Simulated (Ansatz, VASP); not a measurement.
## One calculation of Sb, two programs

The input INCAR:

```
PREC = Accurate
ENCUT = 520
EDIFF = 1E-7
ISMEAR = -1
SIGMA = 0.03
LREAL = F
LASPH = T
NELM = 80
ALGO = Normal
ISIF = 2
LWAVE = F
LCHARG = T
LELF = T
LVHAR = T
NBANDS = 12
```

Contents of KPOINTS:

```
Automatic mesh
0
Gamma
  12 12 7
```

Contents of POSCAR:

```
Sb
1.0
    3.4350757818      0.0000000000      0.0000000000
   -1.7175378909      2.9748628909      0.0000000000
    0.0000000000      0.0000000000      5.4345363435
Sb
2
Direct
    0.3333333333      0.6666666667      0.2500000000
    0.6666666667      0.3333333333      0.7500000000
```

Input for Ansatz:

```yaml
crystal:
  lattice:
    - [3.4350757818, 0.0, 0.0]
    - [-1.7175378909, 2.9748628909, 0.0]
    - [0.0, 0.0, 5.4345363435]
  atoms:
    - { symbol: Sb, position: [0.3333333333, 0.6666666667, 0.25] }
    - { symbol: Sb, position: [0.6666666667, 0.3333333333, 0.75] }
kpoints:
  mp_grid: { grid: [12, 12, 7] }
  band_path:
    path:
      - [0.0, 0.0, 0.0]
      - [0.5, 0.0, 0.0]
      - [0.3333333333, 0.3333333333, 0.0]
      - [0.0, 0.0, 0.0]
      - [0.0, 0.0, 0.5]
      - [0.5, 0.0, 0.5]
      - [0.3333333333, 0.3333333333, 0.5]
      - [0.0, 0.0, 0.5]
      - [0.5, 0.0, 0.5]
    npoints: 5
scf:
  occupations: { method: fermi_dirac, width: 0.03 }
hamiltonian:
  xc: lda
  pseudopotentials: { kind: all_electron, lapw: { basis_error: 0.0005 } }
output:
  forces: true
  stress: true
  eigenvalues: true
```

Change from the starting cell: volume scaled by 1.06.

Alike in both runs: task single point; functional LDA; k mesh 12 × 12 × 7; occupations fermi-dirac, width 0.03 eV; no spin polarisation.

```csv
,VASP,Ansatz
version,VASP 6.6.1,Ansatz 0.2.0
potentials or method,"VASP PAW LDA potentials, release 64 (Sb), cutoff 520 eV","all-electron LAPW, scalar-relativistic"
```

Ansatz gave:

* pressure (GPa): -4.7
* traceless stress, the component that is largest in VASP (GPa): -0.90

Task: What did VASP give for the same quantities?

Result: Pressure (GPa): -4.7; traceless stress, the component that is largest in VASP (GPa): -0.91.

LDA's correlation is that of Perdew and Zunger in VASP and of Perdew and Wang (1992) in Ansatz. Ansatz ran all-electron here, and VASP with PAW potentials.

Spin-orbit coupling is off throughout.
